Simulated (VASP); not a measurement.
Runs of VASP 6.6.1 on Cr. The structure is that of space group Fm-3m (No. 225), or close to it. The cells are those of the table. This isn't the form of Cr at room conditions, which is bcc.

```tsv
cell	gap on the mesh (eV)	pressure (GPa)
a = 2.562 Å, angles 60.0°, 1 atom	none	-0.7
a = 2.579 Å, angles 60.0°, 1 atom	none	-5.2
a = 2.545 Å, angles 60.0°, 1 atom	none	(a)
a = 2.596 Å, angles 60.0°, 1 atom	none	-9.2
```

Alike in all rows: task single point; level PBE; potentials or basis VASP PAW PBE potentials, release 64 (Cr_pv); no spin polarisation; k mesh 52 × 52 × 52; cutoff (eV) 500; smearing fermi-dirac 0.0612256 eV.

**Question.** Estimate the missing entries.

**Answer.** (a) 4.2.

Caveats: the run has no spin polarisation, though such a crystal can be magnetic; the cell stands under tension (at least some runs); the cell stands under pressure (at least some runs).

A gap of «none» marks levels without a gap at the run's occupations.
